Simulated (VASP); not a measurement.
# MgO (P1) in VASP: further runs, part 2 of 2

VASP 6.6.1. The steps go on from the part before.

### Step 3. Single point, PBEsol

This run uses another cell than the first one, of 9.20 Å³/atom.

File INCAR:

```
PREC = Accurate
ENCUT = 520
EDIFF = 1E-6
ISMEAR = 0
SIGMA = 0.05
LREAL = False
LASPH = True
NELM = 80
ALGO = Normal
ISIF = 2
LWAVE = False
LCHARG = True
GGA = PS
LELF = True
LVHAR = True
NBANDS = 36
```

File KPOINTS:

```
Automatic mesh
0
Gamma
  9 9 2
```

File POSCAR:

```
MgO
1.0
    2.1075959645     -2.1075959645      0.0000000000
    2.1075959645      0.0000000000     -2.1075959645
    8.7075654836      8.2860462907      7.8645270978
Mg O
6 6
Direct
    1.0000000000     -0.0763064515      0.3815322575
    0.3333333333      0.2909408603      0.2119623653
    0.6666666667      0.5564462367      0.5511021497
    1.0000000000      0.8219516132      0.8902419341
    0.3333333333      0.1891989250      0.7206720419
    0.6666666667      0.6581881721      0.0423924731
    0.6666666667      0.6073172044      0.2967473114
    0.0000000000     -0.0254354838      0.1271774192
    0.3333333333      0.2400698926      0.4663172036
    0.6666666667      0.5055752691      0.8054569880
    1.0000000000      0.8728225808      0.6358870958
    0.3333333333      0.1383279573      0.9750268802
```

Potentials or basis: VASP PAW PBE potentials, release 64 (Mg, O).

On the command line:

```
$ cat potpaw_PBE.64/Mg/POTCAR potpaw_PBE.64/O/POTCAR > POTCAR
$ mpirun -np 1 vasp_std > vasp.out
```

OUTCAR:

```text
PREC = Accurate
   ENCUT = 520
   EDIFF = 1E-6
   ISMEAR = 0
   LREAL = False
   LASPH = True
   NELM = 80
   ISIF = 2
   GGA = PS

 ion  position               nearest neighbor table
   1  0.000  0.924  0.382-   7 2.11   9 2.11   7 2.11   9 2.11   7 2.11   9 2.11   2 2.98   3 2.98
                             2 2.98   3 2.98   2 2.98   3 2.98
   2  0.333  0.291  0.212-   7 2.11   8 2.11   7 2.11   8 2.11   8 2.11   7 2.11   6 2.98   1 2.98
                             6 2.98   1 2.98   1 2.98   6 2.98
   3  0.667  0.556  0.551-   9 2.11  11 2.11   9 2.11  11 2.11  11 2.11   9 2.11   5 2.98   1 2.98
                             1 2.98   5 2.98   1 2.98   5 2.98
   4  0.000  0.822  0.890-  10 2.11  12 2.11  10 2.11  12 2.11  10 2.11  12 2.11   6 2.51   6 2.84
                             5 2.98   5 2.98   5 2.98   6 3.14
   5  0.333  0.189  0.721-  11 2.11  10 2.11  10 2.11  11 2.11  11 2.11  10 2.11   3 2.98   4 2.98
                             4 2.98   3 2.98   4 2.98   3 2.98
   6  0.667  0.658  0.042-  12 1.57  12 2.06   8 2.11   8 2.11   8 2.11  12 2.46   4 2.51   4 2.84
                             2 2.98   2 2.98   2 2.98   4 3.14
[... 1160 lines left out ...]

  FORCE on cell =-STRESS in cart. coord.  units (eV):
  Direction    XX          YY          ZZ          XY          YZ          ZX
  --------------------------------------------------------------------------------------
  -------------------------------------------------------------------------------------
  Total        0.3931849      2.5816307     16.4552149     -0.3870580      2.3370159      3.9593725
  in kB        5.7051103     37.4594481    238.7650823     -5.6162093     33.9100881     57.4504744
  external PRESSURE =      93.9765469 kB  Pullay stress =       0.0000000 kB

 VOLUME and BASIS-vectors are now :
 -----------------------------------------------------------------------------
  energy-cutoff  :      520.00
  volume of cell :      110.42
      direct lattice vectors                 reciprocal lattice vectors
     2.107595965 -2.107595965  0.000000000     0.158158081 -0.316316162  0.158158081
     2.107595965  0.000000000 -2.107595965     0.150112426  0.150112426 -0.324361817
     8.707565484  8.286046291  7.864527098     0.040228273  0.040228273  0.040228273

 POSITION                                       TOTAL-FORCE (eV/Angst)
 -----------------------------------------------------------------------------------
      5.26899      3.16139      1.05380        -0.122511     -0.122104     -0.122007
      3.16139      1.05380      1.05380        -0.098270     -0.090482     -0.084661
      7.37659      3.16139      3.16139        -0.121666     -0.121659     -0.121601
      9.48418      7.37659      5.26899        -0.376989     -0.879426     -0.865687
      7.37659      5.26899      5.26899        -0.120751     -0.120738     -0.121016
      3.16139     -1.05380     -1.05380         2.589532      0.824278     11.472571
      5.26899      1.05380      1.05380         0.111393      0.125503      0.130621
      3.16139      1.05380     -1.05380        -0.062379      0.526172      0.594242
      5.26899      3.16139      3.16139         0.120876      0.121359      0.121544
      9.48418      5.26899      5.26899         0.128609      0.114401      0.097007
      7.37659      5.26899      3.16139         0.122433      0.121888      0.121203
      9.48418      7.37659      7.37659        -2.170277     -0.499192    -11.222215
 -----------------------------------------------------------------------------------
    total drift:                                0.000363      0.000154     -0.000627

  FREE ENERGIE OF THE ION-ELECTRON SYSTEM (eV)
  ---------------------------------------------------
  free  energy   TOTEN  =       -72.9066435138 eV

  energy  without entropy=      -72.9066435138  energy(sigma->0) =      -72.90664351
```

OSZICAR:

```text
N       E                     dE             d eps       ncg     rms          rms(c)
DAV:   1     0.234005713669E+03    0.23401E+03   -0.23607E+04  5904   0.122E+03
DAV:   2    -0.669031411653E+02   -0.30091E+03   -0.29075E+03  7656   0.267E+02
DAV:   3    -0.818002844760E+02   -0.14897E+02   -0.14831E+02  7376   0.610E+01
DAV:   4    -0.818932204638E+02   -0.92936E-01   -0.92855E-01  7220   0.553E+00
DAV:   5    -0.818937386920E+02   -0.51823E-03   -0.51809E-03  7120   0.417E-01    0.170E+01
DAV:   6    -0.731267960830E+02    0.87669E+01   -0.30510E+01  6936   0.287E+01    0.536E+00
DAV:   7    -0.730117587799E+02    0.11504E+00   -0.63657E-01  6868   0.451E+00    0.347E+00
DAV:   8    -0.729118202187E+02    0.99939E-01   -0.19059E-01  7560   0.383E+00    0.592E-01
DAV:   9    -0.729067983663E+02    0.50219E-02   -0.29544E-02  7336   0.983E-01    0.195E-01
DAV:  10    -0.729067004265E+02    0.97940E-04   -0.20712E-03  7328   0.248E-01    0.104E-01
DAV:  11    -0.729066720847E+02    0.28342E-04   -0.27722E-04  7608   0.191E-01    0.346E-02
DAV:  12    -0.729066505268E+02    0.21558E-04   -0.15708E-04  7500   0.120E-01    0.158E-02
DAV:  13    -0.729066467505E+02    0.37764E-05   -0.52007E-05  7432   0.567E-02    0.780E-03
DAV:  14    -0.729066439341E+02    0.28164E-05   -0.59346E-06  7428   0.335E-02    0.289E-03
DAV:  15    -0.729066435138E+02    0.42027E-06   -0.25105E-06  6760   0.161E-02
   1 F= -.72906644E+02 E0= -.72906644E+02  d E =-.134466E-15
```

It took 8.4 min on 1 thread of Intel Xeon 8259CL, shared host; peak memory 0.4 GiB.

Results:

* Free energy: -72.9066 eV
* Pressure: 9.4 GPa
* Largest force: 11.790 eV/Å
* Band gap on the k mesh: 4.10 eV

Forces in eV/Å, atoms in the order of the input:
```
Mg   -0.123  -0.122  -0.122
Mg   -0.098  -0.090  -0.085
Mg   -0.122  -0.122  -0.122
Mg   -0.377  -0.879  -0.866
Mg   -0.121  -0.121  -0.121
Mg    2.590   0.824  11.473
O     0.111   0.126   0.131
O    -0.062   0.526   0.594
O     0.121   0.121   0.122
O     0.129   0.114   0.097
O     0.122   0.122   0.121
O    -2.170  -0.499 -11.222
```

Caveat: the cell stands under pressure; the PAW data sets were made with another functional, which shifts forces and pressure a little; an odd mesh through Γ misses points on the zone boundary, where band edges can lie.

### Step 4. Single point, PBEsol

This run uses another cell than the first one, of 9.20 Å³/atom.

File INCAR:

```
SYSTEM = MgO
ALGO     = Normal         ! electronic algorithm
EDIFF    = 1E-6           ! SCF threshold, eV
ENCUT    = 520            ! plane-wave cutoff, eV
GGA      = PS             ! functional
ISIF     = 2              ! what is computed and relaxed
ISMEAR   = 0              ! smearing method
LASPH    = .TRUE.         ! aspherical terms in the spheres
LCHARG   = .FALSE.        ! write CHGCAR
LREAL    = .FALSE.        ! projectors in reciprocal space
LWAVE    = .FALSE.        ! write WAVECAR
NBANDS   = 36             ! bands
NELM     = 80             ! most SCF steps
PREC     = Accurate       ! precision mode
SIGMA    = 0.05           ! smearing width, eV
```

File KPOINTS:

```
k-points
0
G
  9 9 2
  0 0 0
```

File POSCAR:

```
MgO
1.0
    2.1075959645     -2.1075959645      0.0000000000
    2.1075959645      0.0000000000     -2.1075959645
    9.1290846765      8.2860462907      7.4430079049
Mg O
6 6
Direct
    1.0000000000     -0.1526129030      0.3815322575
    0.3333333333      0.2485483872      0.2119623653
    0.6666666667      0.4462258068      0.5511021497
    1.0000000000      0.6439032264      0.8902419341
    0.3333333333      0.0450645166      0.7206720419
    0.6666666667      0.6497096774      0.0423924731
    0.6666666667      0.5479677421      0.2967473114
    0.0000000000     -0.0508709677      0.1271774192
    0.3333333333      0.1468064519      0.4663172036
    0.6666666667      0.3444838715      0.8054569880
    1.0000000000      0.7456451617      0.6358870958
    0.3333333333     -0.0566774187      0.9750268802
```

On the command line:

```
$ cat potpaw_PBE.64/Mg/POTCAR potpaw_PBE.64/O/POTCAR > POTCAR
$ mpirun -np 1 vasp_std > vasp.out
```

Run time: 7.3 min. Hardware: 1 thread of Intel Xeon 8259CL, shared host; peak memory 0.4 GiB.

The run converged. Its results:

* Free energy: -67.2604 eV
* Pressure: 25.1 GPa
* Largest force: 37.368 eV/Å
* Band gap on the k mesh: 4.03 eV

Forces on the atoms (eV/Å):
```
Mg   -0.077  -0.077  -0.077
Mg   -0.008   0.002   0.001
Mg   -0.075  -0.075  -0.075
Mg   -0.704  -1.551  -1.065
Mg   -0.076  -0.075  -0.077
Mg   19.821  -1.790  31.627
O     0.066   0.087   0.079
O     0.101   1.075   0.586
O     0.074   0.075   0.075
O     0.061   0.103   0.040
O     0.075   0.076   0.074
O   -19.259   2.149 -31.188
```

Stress tensor (GPa, compression positive):
```
18.83 -1.24 32.73
-1.24  6.51  0.53
32.73  0.53 49.89
```

Levels at points of the mesh, in eV from the valence-band top:
```tsv
k point	band 20	band 21	band 22	band 23	band 24	band 25	band 26	band 27	band 28	band 29
(0.00, 0.00, 0.00)	-0.45	-0.40	-0.26	-0.17	0.00	4.03	5.19	5.78	6.88	7.29
(0.00, 0.00, 0.50)	-0.55	-0.41	-0.34	-0.17	-0.09	4.25	4.76	6.14	6.71	7.30
```

Caveat: atoms lie so close that the PAW spheres overlap strongly, which falsifies energies and pressures; the cell stands under pressure; the PAW data sets were made with another functional, which shifts forces and pressure a little; an odd mesh through Γ misses points on the zone boundary, where band edges can lie.

### Step 5. The runs side by side

| cell | gap on the mesh (eV) | pressure (GPa) | largest force (eV/Å) |
| --- | --- | --- | --- |
| a = 2.981, b = 2.981, c = 17.425 Å, angles 87.1, 88.5, 60.0°, 12 atoms | none | -0.7 | 1.27 |
| a = 2.981, b = 2.981, c = 14.364 Å, angles 87.6, 88.8, 60.0°, 12 atoms | 4.10 | 9.4 | 11.79 |
| a = 2.981, b = 2.981, c = 14.401 Å, angles 85.3, 87.6, 60.0°, 12 atoms | 4.03 | 25.1 | 37.37 |

Alike in all rows: task single point; level PBEsol; potentials or basis VASP PAW PBE potentials, release 64 (Mg, O); no spin polarisation; k mesh 9 × 9 × 2; cutoff (eV) 520; smearing gaussian 0.05 eV.

Caveats: the PAW data sets were made with another functional, which shifts forces and pressure a little; the cell stands under pressure (at least some runs); an odd mesh through Γ misses points on the zone boundary, where band edges can lie (at least some runs); semilocal functionals underestimate gaps, so a narrow gap can read as zero (at least some runs); atoms lie so close that the PAW spheres overlap strongly, which falsifies energies and pressures (at least some runs).

Absolute energies hang on the potentials; compare differences alone.
